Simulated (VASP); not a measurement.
Write the native input for VASP 6.6.1 that does the following.

* Task: single point
* Functional: PBE
* Potentials or basis: VASP PAW PBE potentials, release 64 (Ba_sv, Ti_sv, O_h)
* Cutoff: 910 eV
* k mesh: 5 × 5 × 5
* Occupations: fermi-dirac, width 0.03 eV
* Spin: collinear spin
* Starting moments: [0.0, 2.0, 0.0, 0.0, 0.0] μB
* Fixed moment: 2 μB
* Hubbard terms: Ti d U = 6.6 eV
* Dipole correction: no
* Further INCAR settings: ALGO = Normal; EDIFF = 1e-06; NBANDS = 32

The structure of BaTiO3 lies in POSCAR:

```
BaTiO3
1.0
    2.8273657800      1.6323804000      2.3183928100
   -2.8273657800      1.6323804000      2.3183928100
    0.0000000000     -3.2647607900      2.3183928100
Ba Ti O
1 1 3
Direct
    0.0000000000      0.0000000000      0.0000000000
    0.4845000000      0.4845000000      0.4845000000
    0.5086000000      0.5086000000      0.0175000000
    0.0175000000      0.5086000000      0.5086000000
    0.5086000000      0.0175000000      0.5086000000
```

These files were run (other wordings do the same):

INCAR

```
PREC = Accurate
ENCUT = 910
EDIFF = 1E-6
ISMEAR = -1
SIGMA = 0.03
LREAL = False
LASPH = True
NELM = 200
ALGO = Normal
ISIF = 2
LWAVE = False
LCHARG = False
ISPIN = 2
MAGMOM = 0 2 0 0 0
LORBIT = 11
NUPDOWN = 2.0
LMAXMIX = 4
LDAU = True
LDAUTYPE = 2
LDAUL = -1 2 -1
LDAUU = 0 6.6 0
LDAUJ = 0 0 0
LDAUPRINT = 1
GGA = PE
NBANDS = 32
GGA_COMPAT = False
```

KPOINTS

```
regular mesh
0
Gamma
  5 5 5
```

Potentials or basis: VASP PAW PBE potentials, release 64 (Ba_sv, Ti_sv, O_h).

Command:

```sh
$ cat potpaw_PBE.64/Ba_sv/POTCAR potpaw_PBE.64/Ti_sv/POTCAR potpaw_PBE.64/O_h/POTCAR > POTCAR
$ mpirun -np 1 vasp_std > vasp.out
```

It gave:

```json
{
  "Pressure": "23.1 GPa",
  "Largest force": "5.474 eV/Å",
  "Net moment": "2.00 μB per cell",
  "Site moments": "Ba +0.03; Ti +0.85; O +0.18 μB",
  "Valence electrons inside the program's atomic spheres": "Ba 8.00; Ti 10.34; O 3.37"
}
```

Caveat: the cutoff is under 1.25 times the usual one of these potentials, so pressure, stress and relaxed cells hold a basis-set (Pulay) error; the cell stands under pressure; the total moment is fixed, so each spin has its own Fermi level; forces of over 1 eV/Å act on the atoms, so gaps and moduli don't describe the material at rest.

Run time: 3 min on 1 thread of Intel(R) Xeon(R) Platinum 8259CL CPU @ 2.50GHz (Skylake/Cascade Lake), on a shared host, peak memory 0.38 GiB.
